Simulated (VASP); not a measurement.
# CaF in VASP: single point with PBE

Aim: the single point of CaF with PBE.

All numbers are computed with VASP 6.6.1; they aren't measurements. Logs are shortened: lines on timing, memory, paths and dates and some standing lists are left out, and cuts for length are marked.

## Step 1: The cell of the first run

The cell holds a sheet with vacuum, 2 atoms: a = 3.725 Å, b = 3.725 Å, c = 25.528 Å, α = 90.00°, β = 90.00°, γ = 120.00°.

## Step 2: Single point, PBE

The input, POSCAR:

```
CaF
1.0
    3.7249700000      0.0000000000      0.0000000000
   -1.8624800000      3.2259200000      0.0000000000
    0.0000000000      0.0000000000     25.5276600000
Ca F
1 1
Direct
    0.6666700000      0.3333300000      0.3107600000
    0.0000000000      0.0000000000      0.2768400000
```

The input, INCAR.step1:

```
ALGO = Normal
EDIFF = 1E-6
ENCUT = 520
GGA = PE
ISIF = 2
ISMEAR = -1
LASPH = True
LCHARG = True
LREAL = False
LWAVE = False
NBANDS = 16
NELM = 100
PREC = Accurate
SIGMA = 0.05
```

The input, KPOINTS.step1:

```
k-points
0
Gamma
  8 8 1
```

The input, INCAR.step2:

```
ALGO = Normal
EDIFF = 1E-6
ENCUT = 520
GGA = PE
ICHARG = 11
ISIF = 2
ISMEAR = -5
LASPH = True
LCHARG = False
LORBIT = 11
LREAL = False
LWAVE = False
NBANDS = 16
NEDOS = 1001
NELM = 100
PREC = Accurate
SIGMA = 0.05
```

The input, KPOINTS.step2:

```
k-points
0
Gamma
  12 12 1
```

Potentials or basis: VASP PAW PBE potentials, release 64 (Ca_sv, F).

On the command line:

```console
> cat potpaw_PBE.64/Ca_sv/POTCAR potpaw_PBE.64/F/POTCAR > POTCAR
> cp INCAR.step1 INCAR
> cp KPOINTS.step1 KPOINTS
> mpirun -np 1 vasp_std > vasp.out
> cp INCAR.step2 INCAR
> cp KPOINTS.step2 KPOINTS
> mpirun -np 1 vasp_std > vasp.out
```

OUTCAR:

```text
EDIFF = 1E-6
   ENCUT = 520
   GGA = PE
   ICHARG = 11
   ISIF = 2
   ISMEAR = -5
   LASPH = True
   LORBIT = 11
   LREAL = False
   NELM = 100
   PREC = Accurate

 ion  position               nearest neighbor table
   1  0.667  0.333  0.311-   2 2.32   2 2.32   2 2.32
   2  0.000  0.000  0.277-   1 2.32   1 2.32   1 2.32

  LATTYP: Found a hexagonal cell.
 ALAT       =     3.7249700000
 C/A-ratio  =     6.8531182801

  Lattice vectors:

 A1 = (   3.7249700000,   0.0000000000,   0.0000000000)
 A2 = (  -1.8624800000,   3.2259200000,   0.0000000000)
 A3 = (   0.0000000000,   0.0000000000,  25.5276600000)

Analysis of symmetry for initial positions (statically):
=====================================================================
 Subroutine PRICEL returns:
 Original cell was already a primitive cell.

 Routine SETGRP: Setting up the symmetry group for a
 hexagonal supercell.

 Subroutine GETGRP returns: Found  2 space group operations
 (whereof  2 operations were pure point group operations)
 out of a pool of 24 trial point group operations.

The static configuration has the point symmetry C_1h.

Analysis of symmetry for dynamics (positions and initial velocities):
=====================================================================
 Subroutine PRICEL returns:
 Original cell was already a primitive cell.

 Routine SETGRP: Setting up the symmetry group for a
 hexagonal supercell.

 Subroutine GETGRP returns: Found  2 space group operations
 (whereof  2 operations were pure point group operations)
 out of a pool of 24 trial point group operations.

The dynamic configuration has the point symmetry C_1h.

 Subroutine INISYM returns: Found  2 space group operations
 (whereof  2 operations are pure point group operations),
 and found     1 'primitive' translations

----------------------------------------------------------------------------------------

                                     Primitive cell

  volume of cell :     306.7520

  direct lattice vectors                    reciprocal lattice vectors
     3.724970000  0.000000000  0.000000000     0.268458538  0.154994128  0.000000000
    -1.862480000  3.225920000  0.000000000     0.000000000  0.309989088  0.000000000
     0.000000000  0.000000000 25.527660000     0.000000000  0.000000000  0.039173195

  length of vectors
     3.724970000  3.724968671 25.527660000     0.309988978  0.309989088  0.039173195

  position of ions in fractional coordinates (direct lattice)
     0.666670000  0.333330000  0.310760000
     0.000000000  0.000000000  0.276840000

  ion indices of the primitive-cell ions
   primitive index   ion index
                 1           1
                 2           2

----------------------------------------------------------------------------------------

 KPOINTS: k-points

Automatic generation of k-mesh.
 Grid dimensions read from file:
 generate k-points for:   12   12    1

 Generating k-lattice:

  Cartesian coordinates                     Fractional coordinates (reciprocal lattice)
     0.022371545  0.012916177  0.000000000     0.083333333  0.000000000  0.000000000
     0.000000000  0.025832424  0.000000000     0.000000000  0.083333333  0.000000000
     0.000000000  0.000000000  0.039173195     0.000000000  0.000000000  1.000000000

  Length of vectors
     0.025832415  0.025832424  0.039173195

  Shift w.r.t. Gamma in fractional coordinates (k-lattice)
     0.000000000  0.000000000  0.000000000

 TETIRR: Found    222 inequivalent tetrahedra from      864

 Subroutine IBZKPT returns following result:
 ===========================================

 Found     43 irreducible k-points:

 Following reciprocal coordinates:
            Coordinates               Weight
  0.000000  0.000000  0.000000      1.000000
  0.083333 -0.000000  0.000000      4.000000
 -0.083333  0.083333  0.000000      2.000000
  0.166667 -0.000000  0.000000      4.000000
 -0.166667  0.166667  0.000000      2.000000
  0.250000  0.000000  0.000000      4.000000
[... 16 lines left out ...]
 -0.083333  0.416667  0.000000      4.000000
 -0.416667  0.333333  0.000000      4.000000
 [... further k-points ...]
   k-points           NKPTS =     43   k-points in BZ     NKDIM =     43   number of bands    NBANDS=     16
   number of dos      NEDOS =   1001   number of ions     NIONS =      2
   total plane-waves  NPLWV = 150528
   dimension x,y,z NGX =    28 NGY =   28 NGZ =  192
   dimension x,y,z NGXF=    56 NGYF=   56 NGZF=  384
   ions per type =               1   1
   NGX,Y,Z   is equivalent  to a cutoff of  12.50, 12.50, 12.50 a.u.
   NGXF,Y,Z  is equivalent  to a cutoff of  24.99, 24.99, 25.01 a.u.
 SYSTEM =  unknown system
   PREC   = accura    normal or accurate (medium, high low for compatibility)
   ISTART =      0    job   : 0-new  1-cont  2-samecut
   ICHARG =     11    charge: 1-file 2-atom 10-const
   ISPIN  =      1    spin polarized calculation?
   LNONCOLLINEAR =      F non collinear calculations
   LSORBIT =      F    spin-orbit coupling
   LASPH  =      T    aspherical Exc in radial PAW
   ENCUT  =  520.0 eV  38.22 Ry    6.18 a.u.   6.93  6.93 47.46*2*pi/ulx,y,z
   NELM   =    100;   NELMIN=  2; NELMDL=  0     # of ELM steps
   EDIFF  = 0.1E-05   stopping-criterion for ELM
   LREAL  =      F    real-space projection
   EDIFFG = 0.1E-04   stopping-criterion for IOM
   NSW    =      0    number of steps for IOM
   IBRION =     -1    ionic relax: 0-MD 1-quasi-New 2-CG
   NFREE  =      0    steps in history (QN), initial steepest desc. (CG)
   ISIF   =      2    stress and relaxation
   ISYM   =      2    0-nonsym 1-usesym 2-fastsym
   POTIM  = 0.5000    time-step for ionic-motion
   TEBEG  =    0.0;   TEEND  =   0.0 temperature during run
   PSTRESS=    0.0 pullay stress
   NELECT =      17.0000    total number of electrons
   NUPDOWN=      -1.0000    fix difference up-down
   EMIN   =  10.00;   EMAX   =-10.00  energy-range for DOS
   EFERMI =   0.00;   METHOD = LEGACY
   ISMEAR =    -5;   SIGMA  =   0.05  broadening in eV -4-tet -1-fermi 0-gaus
   EFERMI_NEDOS =   21; number of points for ismear=-14 and -15
   IALGO  =     38    algorithm
   IMIX   =      4    mixing-type and parameters
     AMIX     =   0.40;   BMIX     =  1.00
     AMIX_MAG =   1.60;   BMIX_MAG =  1.00
  volume/ion in A,a.u.               =     153.38      1035.03
  Fermi-wavevector in a.u.,A,eV,Ry     =   0.624159  1.179490  5.300485  0.389575
  Thomas-Fermi vector in A             =   1.684619
   LORBIT       =     11    0 simple, 1 ext, 2 COOP (PROOUT), +10 PAW based schemes
   GGA     = PE    functional components
   LHFCALC =     F    Hartree Fock is set to
   AEXX    =    0.0000 exact exchange contribution
   IVDW    =     0    specifies the selected vdW correction
   LEPSILON=     F    determine dielectric tensor
   LRPA    =     F    only Hartree local field effects (RPA)
 non-spin polarized calculation
 Fermi weights with tetrahedron method with Bloechl corrections
  energy-cutoff  :      520.00
  volume of cell :      306.75
 maximum number of plane-waves:      8300

 number of electron      17.0000005 magnetization

 Free energy of the ion-electron system (eV)
  ---------------------------------------------------
  ext. energy  EPLUGINS =         0.00000000
  ---------------------------------------------------
  free energy    TOTEN  =        -8.63673225 eV

  energy without entropy =       -8.63673225  energy(sigma->0) =       -8.63673225

 E-fermi :  -2.0592     XC(G=0):  -1.7761

 val. band max:       -2.0966589959   @ k =   0.2500   0.1667   0.0000
 cond. band min:      -2.0040686519   @ k =  -0.4167   0.3333   0.0000
 fundamental gap:      0.0925903441
 Fermi energy:        -2.0592231702

 k-point     1 :       0.0000    0.0000    0.0000
  band No.  band energies     occupation
      1     -44.9985      2.00000
      2     -27.9473      2.00000
      3     -25.8917      2.00000
      4     -25.8916      2.00000
      5     -25.8310      2.00000
      6      -9.5400      2.00000
[... 8 lines left out ...]
     15       1.2122      0.00000
     16       1.2755      0.00000

 k-point     2 :       0.0833   -0.0000    0.0000
  band No.  band energies     occupation
      1     -44.9969      2.00000
      2     -27.9653      2.00000
      3     -25.9369      2.00000
      4     -25.8952      2.00000
      5     -25.7744      2.00000
      6      -9.5636      2.00000
[... 8 lines left out ...]
     15       1.2437      0.00000
     16       1.3337      0.00000

 k-point     3 :      -0.0833    0.0833    0.0000
  band No.  band energies     occupation
      1     -44.9969      2.00000
      2     -27.9653      2.00000
      3     -25.9369      2.00000
      4     -25.8952      2.00000
      5     -25.7744      2.00000
      6      -9.5636      2.00000
[... 8 lines left out ...]
     15       1.2438      0.00000
     16       1.3339      0.00000

 k-point     4 :       0.1667   -0.0000    0.0000
  band No.  band energies     occupation
      1     -44.9925      2.00000
      2     -28.0136      2.00000
      3     -25.9826      2.00000
      4     -25.9050      2.00000
      5     -25.6984      2.00000
      6      -9.6196      2.00000
[... 8 lines left out ...]
     15       1.3119      0.00000
     16       1.4560      0.00000

 k-point     5 :      -0.1667    0.1667    0.0000
  band No.  band energies     occupation
      1     -44.9925      2.00000
      2     -28.0136      2.00000
      3     -25.9826      2.00000
      4     -25.9050      2.00000
      5     -25.6984      2.00000
      6      -9.6196      2.00000
[... 8 lines left out ...]
     15       1.3120      0.00000
     16       1.4564      0.00000

 k-point     6 :       0.2500    0.0000    0.0000
  band No.  band energies     occupation
      1     -44.9864      2.00000
      2     -28.0783      2.00000
      3     -26.0065      2.00000
      4     -25.9182      2.00000
      5     -25.6348      2.00000
      6      -9.6811      2.00000
[... 8 lines left out ...]
     15       1.5506      0.00000
     16       1.6052      0.00000
[... 267 lines left out ...]
 k-point    21 :      -0.3333    0.2500    0.0000
  band No.  band energies     occupation
      1     -44.9826      2.00000
      2     -28.1180      2.00000
      3     -26.0107      2.00000
      4     -25.9348      2.00000
      5     -25.5989      2.00000
      6      -9.6978      2.00000
[... 8 lines left out ...]
     15       1.6301      0.00000
     16       1.9716      0.00000

 k-point    22 :       0.3333    0.0833    0.0000
  band No.  band energies     occupation
      1     -44.9773      2.00000
      2     -28.1717      2.00000
      3     -26.0108      2.00000
      4     -25.9497      2.00000
      5     -25.5641      2.00000
      6      -9.7293      2.00000
[... 8 lines left out ...]
     15       1.7536      0.00000
     16       2.7404      0.00000

 k-point    23 :      -0.0833    0.4167    0.0000
  band No.  band energies     occupation
      1     -44.9773      2.00000
      2     -28.1717      2.00000
      3     -26.0108      2.00000
      4     -25.9497      2.00000
      5     -25.5641      2.00000
      6      -9.7293      2.00000
[... 8 lines left out ...]
     15       1.7536      0.00000
     16       2.7404      0.00000

 k-point    24 :      -0.4167    0.3333    0.0000
  band No.  band energies     occupation
      1     -44.9773      2.00000
      2     -28.1717      2.00000
      3     -26.0108      2.00000
      4     -25.9497      2.00000
      5     -25.5641      2.00000
      6      -9.7293      2.00000
[... 8 lines left out ...]
     15       1.7536      0.00000
     16       2.7404      0.00000

 [... further k-points ...]

------------------------ aborting loop because EDIFF is reached ----------------------------------------

  FORCE on cell =-STRESS in cart. coord.  units (eV):
  Direction    XX          YY          ZZ          XY          YZ          ZX
  --------------------------------------------------------------------------------------
  -------------------------------------------------------------------------------------
  Total        0.0258646      0.0257937     -0.0624331     -0.0000614      0.0000133     -0.0000231
  in kB        0.1350920      0.1347217     -0.3260903     -0.0003206      0.0000696     -0.0001207
  external PRESSURE =      -0.0187589 kB  Pullay stress =       0.0000000 kB

 VOLUME and BASIS-vectors are now :
 -----------------------------------------------------------------------------
  energy-cutoff  :      520.00
  volume of cell :      306.75
      direct lattice vectors                 reciprocal lattice vectors
     3.724970000  0.000000000  0.000000000     0.268458538  0.154994128  0.000000000
    -1.862480000  3.225920000  0.000000000     0.000000000  0.309989088  0.000000000
     0.000000000  0.000000000 25.527660000     0.000000000  0.000000000  0.039173195

 POSITION                                       TOTAL-FORCE (eV/Angst)
 -----------------------------------------------------------------------------------
      1.86251      1.07530      7.93298        -0.000030      0.000017      0.015264
      0.00000      0.00000      7.06708         0.000030     -0.000017     -0.015264
 -----------------------------------------------------------------------------------
    total drift:                                0.000011      0.000023      0.001383

  FREE ENERGIE OF THE ION-ELECTRON SYSTEM (eV)
  ---------------------------------------------------
  free  energy   TOTEN  =        -8.6367322463 eV

  energy  without entropy=       -8.6367322463  energy(sigma->0) =       -8.63673225

 total charge

# of ion       s       p       d       tot
------------------------------------------
    1        2.065   5.846   0.161   8.072
    2        1.741   4.350   0.000   6.090
--------------------------------------------------
tot          3.805  10.196   0.161  14.162
```

It took 8.7 min on 1 thread of Intel Xeon 8259CL, shared host; peak memory 0.48 GiB.

What came out:

| Quantity | Value |
| --- | --- |
| Valence electrons inside the program's atomic spheres | Ca 8.07; F 6.09 |

Levels at points of the mesh, in eV from the Fermi level:
| k point | band 6 | band 7 | band 8 | band 9 | band 10 | band 11 | band 12 | band 13 |
| --- | --- | --- | --- | --- | --- | --- | --- | --- |
| (0.00, 0.00, 0.00) | -7.48 | -7.48 | -7.34 | -1.63 | 1.02 | 1.63 | 2.40 | 2.40 |
| (0.50, 0.00, 0.00) | -7.71 | -7.35 | -7.07 | 0.32 | 1.06 | 1.90 | 2.87 | 3.31 |
| (0.50, 0.50, 0.00) | -7.71 | -7.35 | -7.07 | 0.32 | 1.06 | 1.90 | 2.87 | 3.31 |

Caveat: an odd number of electrons without spin polarisation forces a metal; a magnetic or distorted state may lie lower.
